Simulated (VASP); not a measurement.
# LiH in VASP: a series of runs, part 2 of 2

VASP 6.6.1.

## (3) Single point, PBE

This run uses another cell than the first one.

File INCAR:

```
PREC = Accurate ; ENCUT = 520
EDIFF = 1E-7 ; ISMEAR = 0
SIGMA = 0.05 ; LREAL = F
LASPH = T ; NELM = 80
ALGO = Normal ; ISIF = 2
LWAVE = F ; LCHARG = F
GGA = PE ; NBANDS = 24
```

File KPOINTS:

```
Automatic mesh
0
Gamma
  1 1 8
```

File POSCAR:

```
LiH
1.0
   11.0000000000      0.0000000000      0.0000000000
    0.0000000000     13.3000000000      0.0000000000
    0.0000000000      0.0000000000      4.0067974043
Li H
6 6
Direct
    0.5910635774      0.5000000000      0.0000000000
    0.5910635774      0.3493685186      0.5000000000
    0.5910635774      0.6506314814      0.5000000000
    0.4089364226      0.5000000000      0.5000000000
    0.4089364226      0.3493685186      0.0000000000
    0.4089364226      0.6506314814      0.0000000000
    0.4089364226      0.5000000000      0.0000000000
    0.4089364226      0.3493685186      0.5000000000
    0.4089364226      0.6506314814      0.5000000000
    0.5910635774      0.5000000000      0.5000000000
    0.5910635774      0.3493685186      0.0000000000
    0.5910635774      0.6506314814      0.0000000000
```

Potentials or basis: VASP PAW PBE potentials, release 64 (Li_sv, H).

The run is started by

```bash
> cat potpaw_PBE.64/Li_sv/POTCAR potpaw_PBE.64/H/POTCAR > POTCAR
> mpirun -np 1 vasp_std > vasp.out
```

OUTCAR:

```text
PREC = Accurate
   ENCUT = 520
   EDIFF = 1E-7
   ISMEAR = 0
   LREAL = F
   LASPH = T
   NELM = 80
   ISIF = 2
   GGA = PE

 ion  position               nearest neighbor table
   1  0.591  0.500  0.000-
   2  0.591  0.349  0.500-
   3  0.591  0.651  0.500-
   4  0.409  0.500  0.500-
   5  0.409  0.349  0.000-
   6  0.409  0.651  0.000-
   7  0.409  0.500  0.000-
   8  0.409  0.349  0.500-
   9  0.409  0.651  0.500-
  10  0.591  0.500  0.500-
  11  0.591  0.349  0.000-
  12  0.591  0.651  0.000-

  LATTYP: Found a simple orthorhombic cell.
 ALAT       =     4.0067974043
 B/A-ratio  =     2.7453347125
 C/A-ratio  =     3.3193592433

  Lattice vectors:

[... 183 lines left out ...]
 val. band max:       -3.4137260405   @ k =   0.0000   0.0000   0.0000
 cond. band min:      -0.7421290024   @ k =   0.0000   0.0000   0.0000
 fundamental gap:      2.6715970381
 Fermi energy:        -3.1286652774

 k-point     1 :       0.0000    0.0000    0.0000
  band No.  band energies     occupation
      1     -48.4678      2.00000
      2     -48.4673      2.00000
      3     -48.4533      2.00000
      4     -48.4531      2.00000
      5     -47.8703      2.00000
      6     -47.8559      2.00000
[... 124 lines left out ...]
     23       3.0515      0.00000
     24       3.0515      0.00000

------------------------ aborting loop because EDIFF is reached ----------------------------------------

  FORCE on cell =-STRESS in cart. coord.  units (eV):
  Direction    XX          YY          ZZ          XY          YZ          ZX
  --------------------------------------------------------------------------------------
  -------------------------------------------------------------------------------------
  Total       -1.5196410     -1.9579179     -4.8903008      0.0000000      0.0000000      0.0000000
  in kB       -4.1534585     -5.3513500    -13.3660919      0.0000000      0.0000000      0.0000000
  external PRESSURE =      -7.6236334 kB  Pullay stress =       0.0000000 kB

 VOLUME and BASIS-vectors are now :
 -----------------------------------------------------------------------------
  energy-cutoff  :      520.00
  volume of cell :      586.19
      direct lattice vectors                 reciprocal lattice vectors
    11.000000000  0.000000000  0.000000000     0.090909091  0.000000000  0.000000000
     0.000000000 13.300000000  0.000000000     0.000000000  0.075187970  0.000000000
     0.000000000  0.000000000  4.006797404     0.000000000  0.000000000  0.249575883

 POSITION                                       TOTAL-FORCE (eV/Angst)
 -----------------------------------------------------------------------------------
      6.50170      6.65000      0.00000        -0.191405      0.000000     -0.000000
      6.50170      4.64660      2.00340        -0.334231      0.299090      0.000000
      6.50170      8.65340      2.00340        -0.334231     -0.299090     -0.000000
      4.49830      6.65000      2.00340         0.191405      0.000000     -0.000000
      4.49830      4.64660      0.00000         0.334231      0.299090     -0.000000
      4.49830      8.65340      0.00000         0.334231     -0.299090      0.000000
      4.49830      6.65000      0.00000        -0.083923      0.000000     -0.000000
      4.49830      4.64660      2.00340        -0.040418     -0.075001     -0.000000
      4.49830      8.65340      2.00340        -0.040418      0.075001     -0.000000
      6.50170      6.65000      2.00340         0.083923      0.000000     -0.000000
      6.50170      4.64660      0.00000         0.040418     -0.075001     -0.000000
      6.50170      8.65340      0.00000         0.040418      0.075001     -0.000000
 -----------------------------------------------------------------------------------
    total drift:                                0.000000     -0.000000      0.000000

  FREE ENERGIE OF THE ION-ELECTRON SYSTEM (eV)
  ---------------------------------------------------
  free  energy   TOTEN  =       -34.7326673394 eV

  energy  without entropy=      -34.7326673394  energy(sigma->0) =      -34.73266734
```

OSZICAR:

```text
N       E                     dE             d eps       ncg     rms          rms(c)
DAV:   1     0.898637797320E+02    0.89864E+02   -0.10755E+04   280   0.749E+02
DAV:   2    -0.114626699239E+02   -0.10133E+03   -0.96265E+02   280   0.193E+02
DAV:   3    -0.343253935878E+02   -0.22863E+02   -0.22698E+02   392   0.624E+01
[... 17 lines left out ...]
DAV:  21    -0.347326659771E+02   -0.31050E-05   -0.37327E-07   272   0.147E-03    0.811E-04
DAV:  22    -0.347326666670E+02   -0.68995E-06   -0.36052E-07   304   0.165E-03    0.734E-04
DAV:  23    -0.347326670823E+02   -0.41527E-06   -0.68297E-08   248   0.810E-04    0.334E-04
DAV:  24    -0.347326673189E+02   -0.23663E-06   -0.31181E-08   248   0.523E-04    0.159E-04
DAV:  25    -0.347326673394E+02   -0.20465E-07   -0.64713E-09   264   0.273E-04
   1 F= -.34732667E+02 E0= -.34732667E+02  d E =-.269811E-16
```

It took 3.8 min on 1 thread of AMD EPYC 7R13, shared host; peak memory 0.53 GiB.

What came out:

```
Free energy            : -34.7327 eV
Largest force          : 0.449 eV/Å
Band gap on the k mesh : 2.67 eV
```

Forces in eV/Å, atoms in the order of the input:
```
Li  -0.191  0.000  0.000
Li  -0.334  0.299  0.000
Li  -0.334 -0.299  0.000
Li   0.191  0.000  0.000
Li   0.334  0.299  0.000
Li   0.334 -0.299  0.000
H   -0.084  0.000  0.000
H   -0.040 -0.075  0.000
H   -0.040  0.075  0.000
H    0.084  0.000  0.000
H    0.040 -0.075  0.000
H    0.040  0.075  0.000
```

Caveat: the cutoff is under 1.25 times the usual one of these potentials, so pressure, stress and relaxed cells hold a basis-set (Pulay) error.
